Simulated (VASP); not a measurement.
# Ru (P6_3/mmc) in VASP: notebook

Ru is run at these levels: PBEsol; tasks: single point, relaxation of cell and atoms.

Program: VASP 6.6.1. These are calculated values, not measurements. Logs are shortened: lines on timing, memory, paths and dates and some standing lists are left out, and cuts for length are marked.

## (1) The cell of the first run

Symmetry: P6_3/mmc, No. 194, hexagonal system. The conventional cell has a = 2.669 Å, b = 2.669 Å, c = 8.665 Å, α = 90.00°, β = 90.00°, γ = 120.00°. Within 3.5 Å of Ru (site symmetry -3m) lie 12 Ru at 2.66 to 2.67 Å. Within 3.5 Å of Ru (site symmetry -6m2) lie 12 Ru at 2.66 to 2.67 Å.

## (2) Single point, PBEsol

Input file INCAR:

```
ALGO = Normal ; EDIFF = 1E-6
ENCUT = 500 ; GGA = PS
GGA_COMPAT = False ; ISIF = 2
ISMEAR = 0 ; LASPH = True
LCHARG = False ; LREAL = False
LWAVE = False ; NBANDS = 36
NELM = 120 ; PREC = Accurate
SIGMA = 0.1
```

Input file KPOINTS:

```
k-points
0
Gamma
  9 9 2
```

Input file POSCAR:

```
Ru
1.0
    2.6690461650      0.0000000000      0.0000000000
   -1.3345230825      2.3114617828      0.0000000000
    0.0000000000      0.0000000000      8.6650320218
Ru
4
Direct
    0.0000000000      0.0000000000      0.0000000000
    0.0000000000      0.0000000000      0.5000000000
    0.3333333333      0.6666666667      0.7500000000
    0.6666666667      0.3333333333      0.2500000000
```

Potentials or basis: VASP PAW PBE potentials, release 64 (Ru_pv).

Started as:

```console
$ cat potpaw_PBE.64/Ru_pv/POTCAR > POTCAR
$ mpirun -np 1 vasp_std > vasp.out
```

OUTCAR:

```text
EDIFF = 1E-6
   ENCUT = 500
   GGA = PS
   ISIF = 2
   ISMEAR = 0
   LASPH = True
   LREAL = False
   NELM = 120
   PREC = Accurate

 ion  position               nearest neighbor table
   1  0.000  0.000  0.000-   3 2.66   4 2.66   4 2.66   3 2.66   4 2.66   3 2.66
   2  0.000  0.000  0.500-   3 2.66   4 2.66   4 2.66   3 2.66   4 2.66   3 2.66
   3  0.333  0.667  0.750-   1 2.66   2 2.66   1 2.66   2 2.66   1 2.66   2 2.66
   4  0.667  0.333  0.250-   1 2.66   2 2.66   1 2.66   2 2.66   1 2.66   2 2.66

  LATTYP: Found a hexagonal cell.
 ALAT       =     2.6690461650
 C/A-ratio  =     3.2464901265

  Lattice vectors:

 A1 = (   2.6690461650,   0.0000000000,   0.0000000000)
 A2 = (  -1.3345230825,   2.3114617828,   0.0000000000)
 A3 = (   0.0000000000,   0.0000000000,   8.6650320218)

Analysis of symmetry for initial positions (statically):
=====================================================================
 Subroutine PRICEL returns:
 Original cell was already a primitive cell.

 Routine SETGRP: Setting up the symmetry group for a
 hexagonal supercell.

 Subroutine GETGRP returns: Found 24 space group operations
 (whereof 12 operations were pure point group operations)
 out of a pool of 24 trial point group operations.

The static configuration has the point symmetry D_3d.
 The point group associated with its full space group is D_6h.

Analysis of symmetry for dynamics (positions and initial velocities):
=====================================================================
 Subroutine PRICEL returns:
 Original cell was already a primitive cell.

 Routine SETGRP: Setting up the symmetry group for a
 hexagonal supercell.

 Subroutine GETGRP returns: Found 24 space group operations
 (whereof 12 operations were pure point group operations)
 out of a pool of 24 trial point group operations.

The dynamic configuration has the point symmetry D_3d.
 The point group associated with its full space group is D_6h.

 Subroutine INISYM returns: Found 24 space group operations
 (whereof 12 operations are pure point group operations),
 and found     1 'primitive' translations

----------------------------------------------------------------------------------------

                                     Primitive cell

  volume of cell :      53.4580

  direct lattice vectors                    reciprocal lattice vectors
     2.669046165  0.000000000  0.000000000     0.374665681  0.216313332  0.000000000
    -1.334523083  2.311461783  0.000000000     0.000000000  0.432626664  0.000000000
     0.000000000  0.000000000  8.665032022     0.000000000  0.000000000  0.115406383

  length of vectors
     2.669046165  2.669046165  8.665032022     0.432626664  0.432626664  0.115406383

  position of ions in fractional coordinates (direct lattice)
     0.000000000  0.000000000  0.000000000
     0.000000000  0.000000000  0.500000000
     0.333333333  0.666666667  0.750000000
     0.666666667  0.333333333  0.250000000

  ion indices of the primitive-cell ions
   primitive index   ion index
                 1           1
                 2           2
                 3           3
                 4           4

----------------------------------------------------------------------------------------

 KPOINTS: k-points

Automatic generation of k-mesh.
 Grid dimensions read from file:
 generate k-points for:    9    9    2

 Generating k-lattice:

  Cartesian coordinates                     Fractional coordinates (reciprocal lattice)
     0.041629520  0.024034815  0.000000000     0.111111111  0.000000000  0.000000000
     0.000000000  0.048069629  0.000000000     0.000000000  0.111111111  0.000000000
     0.000000000  0.000000000  0.057703191     0.000000000  0.000000000  0.500000000

  Length of vectors
     0.048069629  0.048069629  0.057703191

  Shift w.r.t. Gamma in fractional coordinates (k-lattice)
     0.000000000  0.000000000  0.000000000

 Subroutine IBZKPT returns following result:
 ===========================================

 Found     24 irreducible k-points:

 Following reciprocal coordinates:
            Coordinates               Weight
  0.000000  0.000000  0.000000      1.000000
  0.111111 -0.000000  0.000000      6.000000
  0.222222  0.000000  0.000000      6.000000
  0.333333  0.000000  0.000000      6.000000
  0.444444  0.000000  0.000000      6.000000
  0.111111  0.111111  0.000000      6.000000
[... 16 lines left out ...]
  0.333333  0.222222  0.500000     12.000000
  0.333333  0.333333  0.500000      2.000000
   k-points           NKPTS =     24   k-points in BZ     NKDIM =     24   number of bands    NBANDS=     36
   number of dos      NEDOS =    301   number of ions     NIONS =      4
   total plane-waves  NPLWV =  25600
   dimension x,y,z NGX =    20 NGY =   20 NGZ =   64
   dimension x,y,z NGXF=    40 NGYF=   40 NGZF=  128
   ions per type =               4
   NGX,Y,Z   is equivalent  to a cutoff of  12.46, 12.46, 12.28 a.u.
   NGXF,Y,Z  is equivalent  to a cutoff of  24.91, 24.91, 24.56 a.u.
 SYSTEM =  unknown system
   PREC   = accura    normal or accurate (medium, high low for compatibility)
   ISTART =      0    job   : 0-new  1-cont  2-samecut
   ICHARG =      2    charge: 1-file 2-atom 10-const
   ISPIN  =      1    spin polarized calculation?
   LNONCOLLINEAR =      F non collinear calculations
   LSORBIT =      F    spin-orbit coupling
   LASPH  =      T    aspherical Exc in radial PAW
   ENCUT  =  500.0 eV  36.75 Ry    6.06 a.u.   4.87  4.87 15.80*2*pi/ulx,y,z
   NELM   =    120;   NELMIN=  2; NELMDL= -5     # of ELM steps
   EDIFF  = 0.1E-05   stopping-criterion for ELM
   LREAL  =      F    real-space projection
   EDIFFG = 0.1E-04   stopping-criterion for IOM
   NSW    =      0    number of steps for IOM
   IBRION =     -1    ionic relax: 0-MD 1-quasi-New 2-CG
   NFREE  =      0    steps in history (QN), initial steepest desc. (CG)
   ISIF   =      2    stress and relaxation
   ISYM   =      2    0-nonsym 1-usesym 2-fastsym
   POTIM  = 0.5000    time-step for ionic-motion
   TEBEG  =    0.0;   TEEND  =   0.0 temperature during run
   PSTRESS=    0.0 pullay stress
   NELECT =      56.0000    total number of electrons
   NUPDOWN=      -1.0000    fix difference up-down
   EMIN   =  10.00;   EMAX   =-10.00  energy-range for DOS
   EFERMI =   0.00;   METHOD = LEGACY
   ISMEAR =     0;   SIGMA  =   0.10  broadening in eV -4-tet -1-fermi 0-gaus
   EFERMI_NEDOS =   21; number of points for ismear=-14 and -15
   IALGO  =     38    algorithm
   IMIX   =      4    mixing-type and parameters
     AMIX     =   0.40;   BMIX     =  1.00
     AMIX_MAG =   1.60;   BMIX_MAG =  1.00
  volume/ion in A,a.u.               =      13.36        90.19
  Fermi-wavevector in a.u.,A,eV,Ry     =   1.662646  3.141946 37.611843  2.764392
  Thomas-Fermi vector in A             =   2.749501
   LORBIT       =      0    0 simple, 1 ext, 2 COOP (PROOUT), +10 PAW based schemes
   GGA     = PS    functional components
   LHFCALC =     F    Hartree Fock is set to
   AEXX    =    0.0000 exact exchange contribution
   IVDW    =     0    specifies the selected vdW correction
   LEPSILON=     F    determine dielectric tensor
   LRPA    =     F    only Hartree local field effects (RPA)
 non-spin polarized calculation
 Gauss-broadening in eV      SIGMA  =   0.10
  energy-cutoff  :      500.00
  volume of cell :       53.46
 maximum number of plane-waves:      1380
 NGX is ok and might be reduce to    20
   NGX =  9   NGY =  9   NGZ = 31

 number of electron      56.0000016 magnetization

 Free energy of the ion-electron system (eV)
  ---------------------------------------------------
  ext. energy  EPLUGINS =         0.00000000
  ---------------------------------------------------
  free energy    TOTEN  =       -40.44461846 eV

  energy without entropy =      -40.42587267  energy(sigma->0) =      -40.43524556

 E-fermi :  13.0023     XC(G=0): -14.3782

 val. band max:       12.9370593312   @ k =   0.0000   0.0000   0.0000
 cond. band min:      13.0101701344   @ k =   0.2222   0.1111   0.5000
 fundamental gap:      0.0731108032
 Fermi energy:        13.0022935229

 k-point     1 :       0.0000    0.0000    0.0000
  band No.  band energies     occupation
      1     -30.5980      2.00000
      2     -30.0739      2.00000
      3     -30.0038      2.00000
      4     -29.6496      2.00000
      5     -29.6496      2.00000
      6     -29.5808      2.00000
[... 28 lines left out ...]
     35      14.5527      0.00000
     36      14.5527      0.00000

 k-point     2 :       0.1111   -0.0000    0.0000
  band No.  band energies     occupation
      1     -30.5543      2.00000
      2     -30.0889      2.00000
      3     -30.0255      2.00000
      4     -29.7492      2.00000
      5     -29.6817      2.00000
      6     -29.6459      2.00000
[... 28 lines left out ...]
     35      14.6171      0.00000
     36      16.8429      0.00000

 k-point     3 :       0.2222    0.0000    0.0000
  band No.  band energies     occupation
      1     -30.4368      2.00000
      2     -30.1890      2.00000
      3     -30.1450      2.00000
      4     -29.9847      2.00000
      5     -29.8806      2.00000
      6     -29.7594      2.00000
[... 28 lines left out ...]
     35      14.7643      0.00000
     36      19.5845      0.00000
[... 742 lines left out ...]
 k-point    23 :       0.3333    0.2222    0.5000
  band No.  band energies     occupation
      1     -30.4186      2.00000
      2     -30.4186      2.00000
      3     -30.3569      2.00000
      4     -30.3569      2.00000
      5     -30.0877      2.00000
      6     -30.0877      2.00000
[... 28 lines left out ...]
     35      20.8586      0.00000
     36      20.8586      0.00000

 k-point    24 :       0.3333    0.3333    0.5000
  band No.  band energies     occupation
      1     -30.3548      2.00000
      2     -30.3548      2.00000
      3     -30.3032      2.00000
      4     -30.3032      2.00000
      5     -30.1753      2.00000
      6     -30.1753      2.00000
[... 28 lines left out ...]
     35      20.9380      0.00000
     36      20.9380      0.00000

------------------------ aborting loop because EDIFF is reached ----------------------------------------

  FORCE on cell =-STRESS in cart. coord.  units (eV):
  Direction    XX          YY          ZZ          XY          YZ          ZX
  --------------------------------------------------------------------------------------
  -------------------------------------------------------------------------------------
  Total       -0.1386990     -0.1386990     -0.1157390      0.0000000      0.0000000      0.0000000
  in kB       -4.1569131     -4.1569131     -3.4687842      0.0000000      0.0000000      0.0000000
  external PRESSURE =      -3.9275368 kB  Pullay stress =       0.0000000 kB

 VOLUME and BASIS-vectors are now :
 -----------------------------------------------------------------------------
  energy-cutoff  :      500.00
  volume of cell :       53.46
      direct lattice vectors                 reciprocal lattice vectors
     2.669046165  0.000000000  0.000000000     0.374665681  0.216313332  0.000000000
    -1.334523083  2.311461783  0.000000000     0.000000000  0.432626664  0.000000000
     0.000000000  0.000000000  8.665032022     0.000000000  0.000000000  0.115406383

 POSITION                                       TOTAL-FORCE (eV/Angst)
 -----------------------------------------------------------------------------------
      0.00000      0.00000      0.00000        -0.000000      0.000000      0.000000
      0.00000      0.00000      4.33252        -0.000000      0.000000      0.000000
     -0.00000      1.54097      6.49877        -0.000000      0.000000      0.000000
      1.33452      0.77049      2.16626         0.000000     -0.000000      0.000000
 -----------------------------------------------------------------------------------
    total drift:                                0.000000     -0.000000      0.000000

  FREE ENERGIE OF THE ION-ELECTRON SYSTEM (eV)
  ---------------------------------------------------
  free  energy   TOTEN  =       -40.4446184556 eV

  energy  without entropy=      -40.4258726655  energy(sigma->0) =      -40.43524556
```

Run time: 16 s. Hardware: 1 thread of Intel Xeon 6975P-C (Granite Rapids), shared host; peak memory 0.17 GiB.

What came out:

```
Free energy            : -40.4446 eV
Pressure               : -0.4 GPa
Band gap on the k mesh : zero (bands 28 and 29 overlap by 2.61 eV)
```

Levels at points of the mesh, in eV from the Fermi level:
| k point | band 26 | band 27 | band 28 | band 29 | band 30 | band 31 |
| --- | --- | --- | --- | --- | --- | --- |
| (0.00, 0.00, 0.00) | -2.23 | -2.23 | -0.81 | -0.81 | -0.07 | -0.07 |
| (0.00, 0.00, 0.50) | -2.51 | -0.81 | -0.81 | -0.41 | -0.41 | -0.41 |

Caveat: the k points lie up to 0.36 Å⁻¹ apart, too coarse for converged energies and pressures of a metal; the PAW data sets were made with another functional, which shifts forces and pressure a little.

(Continued in part 2 of 2.)
